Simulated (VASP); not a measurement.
# Zn2S (C2/m) in VASP: relaxation of cell and atoms with PBE

Aim: the relaxation of cell and atoms of Zn2S with PBE.

Program: VASP 6.6.1. These are calculated values, not measurements. Logs are shortened: lines on timing, memory, paths and dates and some standing lists are left out, and cuts for length are marked.

### 1 The cell of the first run

It takes space group C2/m (No. 12, monoclinic). The conventional cell has a = 6.047 Å, b = 3.556 Å, c = 4.851 Å, α = 90.00°, β = 90.73°, γ = 90.00°. Within 3.3 Å of Zn (site symmetry m) lie 3 S at 2.51 to 2.52 Å and 3 Zn at 2.70 to 2.82 Å. Within 3.3 Å of S (site symmetry 2/m) lie 6 Zn at 2.51 to 2.52 Å.

The cell was built from a structure type or drawn by symmetry, and may not be a known phase.

### 2 Relaxation of cell and atoms, PBE

File INCAR:

```
SYSTEM = Zn2S
PREC     = Accurate       ! precision mode
ENCUT    = 500            ! plane-wave cutoff, eV
EDIFF    = 1E-7           ! SCF threshold, eV
ISMEAR   = 0              ! smearing method
SIGMA    = 0.1            ! smearing width, eV
LREAL    = .False.        ! projectors in reciprocal space
LASPH    = .True.         ! aspherical terms in the spheres
NELM     = 120            ! most SCF steps
ALGO     = Normal         ! electronic algorithm
ISIF     = 3              ! what is computed and relaxed
LWAVE    = .False.        ! write WAVECAR
LCHARG   = .False.        ! write CHGCAR
GGA      = PE             ! functional
IBRION   = 2              ! ionic algorithm
NSW      = 100            ! ionic steps
EDIFFG   = -0.01          ! ionic threshold
GGA_COMPAT= .False.      
NELMIN   = 4
```

File KPOINTS:

```
regular mesh
0
Gamma
  12 12 8
  0 0 0
```

File POSCAR:

```
Zn2S
1.0
    3.0234609838     -1.7781063030      0.0000000000
    3.0234609838      1.7781063030      0.0000000000
   -0.0615408975      0.0000000000      4.8501820053
Zn S
2 1
Direct
    0.3387080236      0.3387080236      0.3053212929
    0.6612919764      0.6612919764      0.6946787071
    0.0000000000      0.0000000000      0.0000000000
```

Potentials or basis: VASP PAW PBE potentials, release 64 (Zn, S).

The run is started by

```
$ cat potpaw_PBE.64/Zn/POTCAR potpaw_PBE.64/S/POTCAR > POTCAR
$ mpirun -np 1 vasp_std > vasp.out
```

OUTCAR:

```text
SYSTEM = Zn2S
   PREC = Accurate
   ENCUT = 500
   EDIFF = 1E-7
   ISMEAR = 0
   LREAL = .False.
   LASPH = .True.
   NELM = 120
   ISIF = 3
   GGA = PE
   IBRION = 2
   NSW = 100
   EDIFFG = -0.01
   NELMIN = 4

 ion  position               nearest neighbor table
   1  0.339  0.339  0.305-   3 2.51   3 2.52   3 2.52   2 2.70   2 2.82   2 2.82
   2  0.661  0.661  0.695-   3 2.51   3 2.52   3 2.52   1 2.70   1 2.82   1 2.82
   3  0.000  0.000  0.000-   1 2.51   2 2.51   2 2.52   2 2.52   1 2.52   1 2.52

  LATTYP: Found a base centered monoclinic cell.
 ALAT       =     6.0469219676
 B/A-ratio  =     0.5881029431
 C/A-ratio  =     0.8021556161
 COS(beta)  =    -0.0126873474

  Lattice vectors:

 A1 = (   3.0234609838,  -1.7781063030,   0.0000000000)
 A2 = (   3.0234609838,   1.7781063030,   0.0000000000)
 A3 = (  -0.0615408975,   0.0000000000,   4.8501820053)

Analysis of symmetry for initial positions (statically):
=====================================================================
 Subroutine PRICEL returns:
 Original cell was already a primitive cell.

 Routine SETGRP: Setting up the symmetry group for a
 base centered monoclinic supercell.

 Subroutine GETGRP returns: Found  4 space group operations
 (whereof  4 operations were pure point group operations)
 out of a pool of  4 trial point group operations.

The static configuration has the point symmetry C_2h.

Analysis of symmetry for dynamics (positions and initial velocities):
=====================================================================
 Subroutine PRICEL returns:
 Original cell was already a primitive cell.

 Routine SETGRP: Setting up the symmetry group for a
 base centered monoclinic supercell.

 Subroutine GETGRP returns: Found  4 space group operations
 (whereof  4 operations were pure point group operations)
 out of a pool of  4 trial point group operations.

The dynamic configuration has the point symmetry C_2h.

 Subroutine INISYM returns: Found  4 space group operations
 (whereof  4 operations are pure point group operations),
 and found     1 'primitive' translations

----------------------------------------------------------------------------------------

                                     Primitive cell

  volume of cell :      52.1495

  direct lattice vectors                    reciprocal lattice vectors
     3.023460984 -1.778106303  0.000000000     0.165373393 -0.281198036  0.002098319
     3.023460984  1.778106303  0.000000000     0.165373393  0.281198036  0.002098319
    -0.061540897  0.000000000  4.850182005     0.000000000  0.000000000  0.206177830

  length of vectors
     3.507560170  3.507560170  4.850572416     0.326228597  0.326228597  0.206177830

  position of ions in fractional coordinates (direct lattice)
     0.338708024  0.338708024  0.305321293
     0.661291976  0.661291976  0.694678707
     0.000000000  0.000000000  0.000000000

  ion indices of the primitive-cell ions
   primitive index   ion index
                 1           1
                 2           2
                 3           3

----------------------------------------------------------------------------------------

 KPOINTS: regular mesh

Automatic generation of k-mesh.
 Grid dimensions read from file:
 generate k-points for:   12   12    8

 Generating k-lattice:

  Cartesian coordinates                     Fractional coordinates (reciprocal lattice)
     0.013781116 -0.023433170  0.000174860     0.083333333  0.000000000  0.000000000
     0.013781116  0.023433170  0.000174860     0.000000000  0.083333333  0.000000000
     0.000000000  0.000000000  0.025772229     0.000000000  0.000000000  0.125000000

  Length of vectors
     0.027185716  0.027185716  0.025772229

  Shift w.r.t. Gamma in fractional coordinates (k-lattice)
     0.000000000  0.000000000  0.000000000

 Subroutine IBZKPT returns following result:
 ===========================================

 Found    320 irreducible k-points:

 Following reciprocal coordinates:
            Coordinates               Weight
  0.000000  0.000000  0.000000      1.000000
  0.083333  0.000000  0.000000      4.000000
  0.166667 -0.000000 -0.000000      4.000000
  0.250000  0.000000 -0.000000      4.000000
  0.333333 -0.000000  0.000000      4.000000
  0.416667 -0.000000  0.000000      4.000000
[... 16 lines left out ...]
  0.500000  0.166667  0.000000      4.000000
 -0.416667  0.166667 -0.000000      4.000000
 [... further k-points ...]
   k-points           NKPTS =    320   k-points in BZ     NKDIM =    320   number of bands    NBANDS=     19
   number of dos      NEDOS =    301   number of ions     NIONS =      3
   total plane-waves  NPLWV =  28224
   dimension x,y,z NGX =    28 NGY =   28 NGZ =   36
   dimension x,y,z NGXF=    56 NGYF=   56 NGZF=   72
   ions per type =               2   1
   NGX,Y,Z   is equivalent  to a cutoff of  13.27, 13.27, 12.34 a.u.
   NGXF,Y,Z  is equivalent  to a cutoff of  26.54, 26.54, 24.68 a.u.
 SYSTEM =  Zn2S
   PREC   = accura    normal or accurate (medium, high low for compatibility)
   ISTART =      0    job   : 0-new  1-cont  2-samecut
   ICHARG =      2    charge: 1-file 2-atom 10-const
   ISPIN  =      1    spin polarized calculation?
   LNONCOLLINEAR =      F non collinear calculations
   LSORBIT =      F    spin-orbit coupling
   LASPH  =      T    aspherical Exc in radial PAW
   ENCUT  =  500.0 eV  36.75 Ry    6.06 a.u.   6.40  6.40  8.84*2*pi/ulx,y,z
   NELM   =    120;   NELMIN=  4; NELMDL= -5     # of ELM steps
   EDIFF  = 0.1E-06   stopping-criterion for ELM
   LREAL  =      F    real-space projection
   EDIFFG = -.1E-01   stopping-criterion for IOM
   NSW    =    100    number of steps for IOM
   IBRION =      2    ionic relax: 0-MD 1-quasi-New 2-CG
   NFREE  =      1    steps in history (QN), initial steepest desc. (CG)
   ISIF   =      3    stress and relaxation
   ISYM   =      2    0-nonsym 1-usesym 2-fastsym
   POTIM  = 0.5000    time-step for ionic-motion
   TEBEG  =    0.0;   TEEND  =   0.0 temperature during run
   PSTRESS=    0.0 pullay stress
   NELECT =      30.0000    total number of electrons
   NUPDOWN=      -1.0000    fix difference up-down
   EMIN   =  10.00;   EMAX   =-10.00  energy-range for DOS
   EFERMI =   0.00;   METHOD = LEGACY
   ISMEAR =     0;   SIGMA  =   0.10  broadening in eV -4-tet -1-fermi 0-gaus
   EFERMI_NEDOS =   21; number of points for ismear=-14 and -15
   IALGO  =     38    algorithm
   IMIX   =      4    mixing-type and parameters
     AMIX     =   0.40;   BMIX     =  1.00
     AMIX_MAG =   1.60;   BMIX_MAG =  1.00
  volume/ion in A,a.u.               =      17.38       117.31
  Fermi-wavevector in a.u.,A,eV,Ry     =   1.361545  2.572946 25.222531  1.853804
  Thomas-Fermi vector in A             =   2.488111
   LORBIT       =      0    0 simple, 1 ext, 2 COOP (PROOUT), +10 PAW based schemes
   GGA     = PE    functional components
   LHFCALC =     F    Hartree Fock is set to
   AEXX    =    0.0000 exact exchange contribution
   IVDW    =     0    specifies the selected vdW correction
   LEPSILON=     F    determine dielectric tensor
   LRPA    =     F    only Hartree local field effects (RPA)
 conjugate gradient relaxation of ions
 non-spin polarized calculation
 Gauss-broadening in eV      SIGMA  =   0.10
  energy-cutoff  :      500.00
  volume of cell :       52.15
 maximum number of plane-waves:      1344
 NGX is ok and might be reduce to    28
   NGX = 13   NGY = 13   NGZ = 17

--------------------------------------- Ionic step        1  -------------------------------------------

 number of electron      30.0000028 magnetization

 Free energy of the ion-electron system (eV)
  ---------------------------------------------------
  ext. energy  EPLUGINS =         0.00000000
  ---------------------------------------------------
  free energy    TOTEN  =        -7.01866088 eV

  energy without entropy =       -7.01560656  energy(sigma->0) =       -7.01713372

------------------------ aborting loop because EDIFF is reached ----------------------------------------

  FORCE on cell =-STRESS in cart. coord.  units (eV):
  Direction    XX          YY          ZZ          XY          YZ          ZX
  --------------------------------------------------------------------------------------
  -------------------------------------------------------------------------------------
  Total        0.0976840     -0.0075705      0.0188227      0.0000000      0.0000000      0.0189416
  in kB        3.0011227     -0.2325858      0.5782854      0.0000000      0.0000000      0.5819395
  external PRESSURE =       1.1156075 kB  Pullay stress =       0.0000000 kB
[... 92 lines left out ...]
  FREE ENERGIE OF THE ION-ELECTRON SYSTEM (eV)
  ---------------------------------------------------
  free  energy   TOTEN  =        -7.0188460109 eV

  energy  without entropy=       -7.0157642838  energy(sigma->0) =       -7.01730515

[... ionic steps 4 to 8 ...]

--------------------------------------- Ionic step        9  -------------------------------------------

 number of electron      30.0000019 magnetization

------------------------ aborting loop because EDIFF is reached ----------------------------------------

  FORCE on cell =-STRESS in cart. coord.  units (eV):
  Direction    XX          YY          ZZ          XY          YZ          ZX
  --------------------------------------------------------------------------------------
  -------------------------------------------------------------------------------------
  Total       -0.0245514     -0.0266864     -0.0196833      0.0000000      0.0000000      0.0028803
  in kB       -0.7534189     -0.8189356     -0.6040290      0.0000000      0.0000000      0.0883880
  external PRESSURE =      -0.7254611 kB  Pullay stress =       0.0000000 kB
[... 59 lines left out ...]
  energy  without entropy=       -7.0167810744  energy(sigma->0) =       -7.01822328

--------------------------------------- Ionic step       11  -------------------------------------------

 number of electron      30.0000021 magnetization

 Free energy of the ion-electron system (eV)
  ---------------------------------------------------
  ext. energy  EPLUGINS =         0.00000000
  ---------------------------------------------------
  free energy    TOTEN  =        -7.01967532 eV

  energy without entropy =       -7.01674325  energy(sigma->0) =       -7.01820929

 E-fermi :   3.2380     XC(G=0): -10.6363

 val. band max:        3.2337426291   @ k =   0.5000   0.0000   0.1250
 cond. band min:       3.2739079244   @ k =   0.5000   0.0000  -0.0000
 fundamental gap:      0.0401652953
 Fermi energy:         3.2379613533

 k-point     1 :       0.0000    0.0000    0.0000
  band No.  band energies     occupation
      1     -10.7473      2.00000
      2      -4.0068      2.00000
      3      -3.7307      2.00000
      4      -3.7302      2.00000
      5      -3.6355      2.00000
      6      -3.6337      2.00000
[... 11 lines left out ...]
     18       9.1561      0.00000
     19      10.0243      0.00000
[... 489 lines left out ...]
      3      -3.8394      2.00000
      4      -3.7559      2.00000
      5      -3.7527      2.00000
      6      -3.6066      2.00000
[... 11 lines left out ...]
     18       7.7334      0.00000
     19       8.3821      0.00000

 [... further k-points ...]

------------------------ aborting loop because EDIFF is reached ----------------------------------------

  FORCE on cell =-STRESS in cart. coord.  units (eV):
  Direction    XX          YY          ZZ          XY          YZ          ZX
  --------------------------------------------------------------------------------------
  -------------------------------------------------------------------------------------
  Total        0.0268482      0.0069923      0.0202698      0.0000000      0.0000000     -0.0119899
  in kB        0.8253669      0.2149561      0.6231345      0.0000000      0.0000000     -0.3685939
  external PRESSURE =       0.5544858 kB  Pullay stress =       0.0000000 kB
[... 18 lines left out ...]
  FREE ENERGIE OF THE ION-ELECTRON SYSTEM (eV)
  ---------------------------------------------------
  free  energy   TOTEN  =        -7.0196753189 eV

  energy  without entropy=       -7.0167432515  energy(sigma->0) =       -7.01820929

 reached required accuracy - stopping structural energy minimisation
```

It took 11 min on 1 thread of Intel Xeon 6975P-C (Granite Rapids), shared host; peak memory 0.4 GiB.

What came out:

| Property | Result |
| --- | --- |
| Free energy | -7.0197 eV |
| Relaxed volume | 17.37 Å³/atom |
| Relaxed cell | a = 3.526 Å, b = 3.526 Å, c = 4.835 Å, α = 89.98°, β = 89.98°, γ = 60.08° |
| Space group after relaxing (to 0.1 Å) | P-3m1 (No. 164) |
| Energy gained by relaxing | 0.3 meV/atom |
| Ionic steps | 11 |
| Pressure after relaxing | 0.1 GPa |
| Largest force after relaxing | 0.009 eV/Å |
| Band gap on the k mesh | zero (bands 15 and 16 overlap by 2.71 eV) |

Forces on the atoms (eV/Å):
```
Zn   0.000  0.000  0.009
Zn   0.000  0.000 -0.009
S    0.000  0.000  0.000
```

Step by step:
| step | energy change (eV) | largest force (eV/Å) | pressure (GPa) | volume (Å³) |
| --- | --- | --- | --- | --- |
| 1 | 0.0000 | 0.0141 | 0.11 | 52.15 |
| 2 | -0.0001 | 0.0164 | 0.00 | 52.24 |
| 3 | -0.0002 | 0.0194 | -0.14 | 52.34 |
| 4 | -0.0003 | 0.0203 | -0.14 | 52.31 |
| 5 | -0.0004 | 0.0316 | 0.01 | 52.23 |
| 6 | -0.0006 | 0.0263 | 0.04 | 52.20 |
| 7 | -0.0008 | 0.0172 | 0.06 | 52.17 |
| 8 | -0.0009 | 0.0134 | 0.06 | 52.09 |
| 9 | -0.0010 | 0.0136 | -0.07 | 52.21 |
| 10 | -0.0010 | 0.0136 | -0.07 | 52.20 |
| 11 | -0.0010 | 0.0087 | 0.06 | 52.12 |

Final structure:
```xyz
3
Lattice="3.0526 -1.7654 0.0202 3.0526 1.7654 0.0202 -0.0300 0.0000 4.8351" Properties=species:S:1:pos:R:3 pbc="T T T"
Zn    2.0272    0.0000    1.4916
Zn    4.0480    0.0000    3.3839
S     0.0000    0.0000    0.0000
```

Levels at points of the mesh, in eV from the Fermi level:
| k point | band 11 | band 12 | band 13 | band 14 | band 15 | band 16 | band 17 | band 18 | band 19 |
| --- | --- | --- | --- | --- | --- | --- | --- | --- | --- |
| (0.00, 0.00, 0.00) | -6.56 | -4.73 | -4.61 | -0.78 | -0.77 | 4.06 | 5.90 | 5.92 | 6.79 |
| (0.50, 0.00, 0.00) | -6.43 | -5.80 | -2.85 | -2.16 | -0.48 | 0.04 | 1.47 | 5.07 | 7.16 |
| (0.50, 0.50, 0.00) | -6.43 | -5.79 | -2.85 | -2.17 | -0.49 | 0.05 | 1.47 | 5.07 | 7.14 |
| (0.00, 0.00, 0.50) | -6.48 | -6.39 | -0.82 | -0.81 | -0.06 | 2.04 | 6.92 | 6.97 | 6.99 |
| (0.50, 0.00, 0.50) | -6.36 | -5.55 | -4.29 | -2.78 | -1.73 | 2.72 | 2.89 | 4.37 | 7.91 |
| (0.50, 0.50, 0.50) | -6.36 | -5.54 | -4.29 | -2.77 | -1.75 | 2.70 | 2.87 | 4.34 | 7.91 |
